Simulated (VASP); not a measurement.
# Ge (R-3m) in VASP: further runs, part 2 of 3

VASP 6.6.1. The steps go on from the part before.

## 3. Electric field gradients, PBE (equal xy, yz and zx shear strains of -2 %)

Input file INCAR:

```
SYSTEM = Ge
ALGO = Normal
EDIFF = 1E-8
ENCUT = 520
GGA = PE
ISIF = 2
ISMEAR = -1
LASPH = .True.
LCHARG = .False.
LEFG = .True.
LREAL = .False.
LWAVE = .False.
NBANDS = 21
NELM = 80
PREC = Accurate
SIGMA = 0.05
```

Input file KPOINTS:

```
k-points
0
Gamma
  10 10 10
  0 0 0
```

Input file POSCAR:

```
Ge
1.0
   -0.0565754000      2.8004823000      2.8004823000
    2.8004823000     -0.0565754000      2.8004823000
    2.8004823000      2.8004823000     -0.0565754000
Ge
2
Direct
    0.5000000000      0.5000000000      0.5000000000
    0.7500000000      0.7500000000      0.7500000000
```

Potentials or basis: VASP PAW PBE potentials, release 64 (Ge_d).

Command:

```sh
cat potpaw_PBE.64/Ge_d/POTCAR > POTCAR
mpirun -np 1 vasp_std > vasp.out
```

OUTCAR:

```text
SYSTEM = Ge
   EDIFF = 1E-8
   ENCUT = 520
   GGA = PE
   ISIF = 2
   ISMEAR = -1
   LASPH = .True.
   LREAL = .False.
   NELM = 80
   PREC = Accurate

 ion  position               nearest neighbor table
   1  0.500  0.500  0.500-   2 2.40   2 2.47   2 2.47   2 2.47
   2  0.750  0.750  0.750-   1 2.40   1 2.47   1 2.47   1 2.47

  LATTYP: Found a trigonal (rhomboedric) cell.
 ALAT       =     3.9608841186
 COS(alpha) =     0.4797000918

  Lattice vectors:

 A1 = (  -0.0565754000,   2.8004823000,   2.8004823000)
 A2 = (   2.8004823000,  -0.0565754000,   2.8004823000)
 A3 = (   2.8004823000,   2.8004823000,  -0.0565754000)

Analysis of symmetry for initial positions (statically):
=====================================================================
 Subroutine PRICEL returns:
 Original cell was already a primitive cell.

 Routine SETGRP: Setting up the symmetry group for a
 trigonal (rhombohedral) supercell.

 Subroutine GETGRP returns: Found 12 space group operations
 (whereof  6 operations were pure point group operations)
 out of a pool of 12 trial point group operations.

The static configuration has the point symmetry C_3v.
 The point group associated with its full space group is D_3d.

Analysis of symmetry for dynamics (positions and initial velocities):
=====================================================================
 Subroutine PRICEL returns:
 Original cell was already a primitive cell.

 Routine SETGRP: Setting up the symmetry group for a
 trigonal (rhombohedral) supercell.

 Subroutine GETGRP returns: Found 12 space group operations
 (whereof  6 operations were pure point group operations)
 out of a pool of 12 trial point group operations.

The dynamic configuration has the point symmetry C_3v.
 The point group associated with its full space group is D_3d.

 Subroutine INISYM returns: Found 12 space group operations
 (whereof  6 operations are pure point group operations),
 and found     1 'primitive' translations

----------------------------------------------------------------------------------------

                                     Primitive cell

  volume of cell :      45.2576

  direct lattice vectors                    reciprocal lattice vectors
    -0.056575400  2.800482300  2.800482300    -0.173219449  0.176790984  0.176790984
     2.800482300 -0.056575400  2.800482300     0.176790984 -0.173219449  0.176790984
     2.800482300  2.800482300 -0.056575400     0.176790984  0.176790984 -0.173219449

  length of vectors
     3.960884119  3.960884119  3.960884119     0.304162919  0.304162919  0.304162919

  position of ions in fractional coordinates (direct lattice)
     0.500000000  0.500000000  0.500000000
     0.750000000  0.750000000  0.750000000

  ion indices of the primitive-cell ions
   primitive index   ion index
                 1           1
                 2           2

----------------------------------------------------------------------------------------

 KPOINTS: k-points

[... 73 lines left out ...]
   ISIF   =      2    stress and relaxation
   ISYM   =      2    0-nonsym 1-usesym 2-fastsym
   POTIM  = 0.5000    time-step for ionic-motion
   TEBEG  =    0.0;   TEEND  =   0.0 temperature during run
   PSTRESS=    0.0 pullay stress
   NELECT =      28.0000    total number of electrons
   NUPDOWN=      -1.0000    fix difference up-down
   EMIN   =  10.00;   EMAX   =-10.00  energy-range for DOS
   EFERMI =   0.00;   METHOD = LEGACY
   ISMEAR =    -1;   SIGMA  =   0.05  broadening in eV -4-tet -1-fermi 0-gaus
   EFERMI_NEDOS =   21; number of points for ismear=-14 and -15
   IALGO  =     38    algorithm
   IMIX   =      4    mixing-type and parameters
     AMIX     =   0.40;   BMIX     =  1.00
     AMIX_MAG =   1.60;   BMIX_MAG =  1.00
  volume/ion in A,a.u.               =      22.63       152.71
  Fermi-wavevector in a.u.,A,eV,Ry     =   1.394966  2.636103 26.475984  1.945930
  Thomas-Fermi vector in A             =   2.518464
   LORBIT       =      0    0 simple, 1 ext, 2 COOP (PROOUT), +10 PAW based schemes
   GGA     = PE    functional components
   LHFCALC =     F    Hartree Fock is set to
   AEXX    =    0.0000 exact exchange contribution
   IVDW    =     0    specifies the selected vdW correction
   LEPSILON=     F    determine dielectric tensor
   LRPA    =     F    only Hartree local field effects (RPA)
 non-spin polarized calculation
  energy-cutoff  :      520.00
  volume of cell :       45.26
 maximum number of plane-waves:      1237
 NGX is ok and might be reduce to    30
   NGX = 15   NGY = 15   NGZ = 15

 number of electron      28.0000012 magnetization

 Free energy of the ion-electron system (eV)
  ---------------------------------------------------
  ext. energy  EPLUGINS =         0.00000000
  ---------------------------------------------------
  free energy    TOTEN  =        -8.99140400 eV

  energy without entropy =       -8.99077369  energy(sigma->0) =       -8.99108884

 E-fermi :   4.9926     XC(G=0):  -9.9270

 val. band max:        4.9841706080   @ k =   0.0000   0.0000   0.0000
 cond. band min:       4.9993995853   @ k =   0.0000   0.0000   0.0000
 fundamental gap:      0.0152289773
 Fermi energy:         4.9925581788

 k-point     1 :       0.0000    0.0000    0.0000
  band No.  band energies     occupation
      1     -19.8436      2.00000
      2     -19.8102      2.00000
      3     -19.8102      2.00000
      4     -19.7850      2.00000
      5     -19.7850      2.00000
      6     -19.5841      2.00000
[... 565 lines left out ...]
     20      16.6081      0.00000
     21      16.8468      0.00000

 [... further k-points ...]

------------------------ aborting loop because EDIFF is reached ----------------------------------------

  FORCE on cell =-STRESS in cart. coord.  units (eV):
  Direction    XX          YY          ZZ          XY          YZ          ZX
  --------------------------------------------------------------------------------------
  -------------------------------------------------------------------------------------
  Total        1.0563048      1.0563048      1.0563048      0.5022836      0.5022836      0.5022836
  in kB       37.3945339     37.3945339     37.3945339     17.7814761     17.7814761     17.7814761
  external PRESSURE =      37.3945339 kB  Pullay stress =       0.0000000 kB

 VOLUME and BASIS-vectors are now :
 -----------------------------------------------------------------------------
  energy-cutoff  :      520.00
  volume of cell :       45.26
      direct lattice vectors                 reciprocal lattice vectors
    -0.056575400  2.800482300  2.800482300    -0.173219449  0.176790984  0.176790984
     2.800482300 -0.056575400  2.800482300     0.176790984 -0.173219449  0.176790984
     2.800482300  2.800482300 -0.056575400     0.176790984  0.176790984 -0.173219449

 POSITION                                       TOTAL-FORCE (eV/Angst)
 -----------------------------------------------------------------------------------
      2.77219      2.77219      2.77219        -0.207652     -0.207652     -0.207652
      4.15829      4.15829      4.15829         0.207652      0.207652      0.207652
 -----------------------------------------------------------------------------------
    total drift:                                0.000000     -0.000000     -0.000000

  FREE ENERGIE OF THE ION-ELECTRON SYSTEM (eV)
  ---------------------------------------------------
  free  energy   TOTEN  =        -8.9914039992 eV

  energy  without entropy=       -8.9907736887  energy(sigma->0) =       -8.99108884

 Electric field gradients (V/A^2)
---------------------------------------------------------------------
 ion       V_xx      V_yy      V_zz      V_xy      V_xz      V_yz
---------------------------------------------------------------------
   1       0.000    -0.000    -0.000    -9.929    -9.929    -9.929
   2       0.000    -0.000    -0.000    -9.929    -9.929    -9.929
---------------------------------------------------------------------

 Electric field gradients after diagonalization (V/A^2)
 (convention: |V_zz| > |V_xx| > |V_yy|)
----------------------------------------------------------------------
 ion       V_xx      V_yy      V_zz     asymmetry (V_yy - V_xx)/ V_zz
----------------------------------------------------------------------
   1       9.929     9.929   -19.858       0.000
   2       9.929     9.929   -19.858       0.000
----------------------------------------------------------------------

           NMR quadrupolar parameters

 Cq : quadrupolar parameter    Cq=e*Q*V_zz/h
 eta: asymmetry parameters     (V_yy - V_xx)/ V_zz
 Q  : nuclear electric quadrupole moment in mb (millibarn)
----------------------------------------------------------------------
 ion       Cq(MHz)       eta       Q (mb)
----------------------------------------------------------------------
   1      -0.048       0.000       1.000
   2      -0.048       0.000       1.000
----------------------------------------------------------------------
```

OSZICAR:

```text
N       E                     dE             d eps       ncg     rms          rms(c)
DAV:   1     0.191413638709E+03    0.19141E+03   -0.14590E+04  5496   0.364E+03
DAV:   2     0.184731294324E+02   -0.17294E+03   -0.16744E+03  4902   0.619E+02
DAV:   3    -0.818546145988E+01   -0.26659E+02   -0.26490E+02  5627   0.143E+02
DAV:   4    -0.906587546907E+01   -0.88041E+00   -0.88003E+00  5467   0.305E+01
DAV:   5    -0.908011910231E+01   -0.14244E-01   -0.14243E-01  5570   0.427E+00    0.321E+00
DAV:   6    -0.902042804479E+01    0.59691E-01   -0.22166E-02  5562   0.146E+00    0.190E+00
DAV:   7    -0.898959785326E+01    0.30830E-01   -0.51161E-02  5989   0.200E+00    0.150E-01
DAV:   8    -0.899117978885E+01   -0.15819E-02   -0.55255E-03  5487   0.843E-01    0.482E-02
DAV:   9    -0.899136763952E+01   -0.18785E-03   -0.22254E-04  5562   0.167E-01    0.200E-02
DAV:  10    -0.899140105506E+01   -0.33416E-04   -0.48770E-05  5386   0.732E-02    0.521E-03
DAV:  11    -0.899140361139E+01   -0.25563E-05   -0.65921E-06  5565   0.271E-02    0.171E-03
DAV:  12    -0.899140396384E+01   -0.35245E-06   -0.30033E-07  5425   0.440E-03    0.754E-04
DAV:  13    -0.899140403472E+01   -0.70877E-07   -0.52391E-08  4449   0.148E-03    0.245E-04
DAV:  14    -0.899140400258E+01    0.32139E-07   -0.80133E-09  4227   0.111E-03    0.926E-05
DAV:  15    -0.899140399917E+01    0.34061E-08   -0.14760E-09  2801   0.509E-04
   1 F= -.89914040E+01 E0= -.89910888E+01  d E =-.630311E-03
```

stdout:

```text
POSCAR found type information on POSCAR Ge
 POSCAR found :  1 types and       2 ions
 scaLAPACK will be used
 LDA part: xc-table for (Slater+PW92), standard interpolation
 POSCAR, INCAR and KPOINTS ok, starting setup
 FFT: planning ... GRIDC
 FFT: planning ... GRID_SOFT
 FFT: planning ... GRID
 WAVECAR not read
 entering main loop
ion   1

ion   2
```

Wall time 2.8 min (1 thread of Intel Xeon 8259CL, shared host); peak memory 0.22 GiB.

What came out:

| Item | Value |
| --- | --- |
| Free energy | -8.9914 eV |
| Pressure | 3.7 GPa |
| Largest force | 0.360 eV/Å |
| Band gap on the k mesh | zero (bands 14 and 15 overlap by 0.06 eV) |
| Largest electric field gradient by atom | Ge -19.9 V/Å² |

Forces on the atoms (eV/Å):
```
Ge  -0.208 -0.208 -0.208
Ge   0.208  0.208  0.208
```

Levels at points of the mesh, in eV from the Fermi level:
```
           k point  band 10  band 11  band 12  band 13  band 14  band 15  band 16  band 17  band 18  band 19
(0.00, 0.00, 0.00)   -24.54   -12.78    -0.01    -0.01     0.01     0.02     2.41     2.41     2.91     6.45
(0.50, 0.00, 0.00)   -24.51   -10.75    -7.56    -1.37    -1.34     0.27     3.62     3.96     7.20    10.40
(0.50, 0.50, 0.00)   -24.50    -8.99    -8.78    -3.17    -2.97     0.64     0.88     9.42     9.54    11.50
(0.50, 0.50, 0.50)   -24.53   -10.48    -7.70    -1.55    -1.55    -0.05     3.65     3.65     6.99    10.60
```

Electric field gradients, principal values (V/Å²):
| atom | least | middle | greatest (by size) |
| --- | --- | --- | --- |
| 1 Ge | 9.929 | 9.929 | -19.858 |
| 2 Ge | 9.929 | 9.929 | -19.858 |

Caveat: the cell differs from its parent crystal (equal xy, yz and zx shear strains of -2 %); the cell stands under pressure; semilocal functionals underestimate gaps, so a narrow gap can read as zero; without QUAD_EFG the Cq values of the log hold for a quadrupole moment of 1 mb, not for the nuclei.

[end of part 2 of 3]
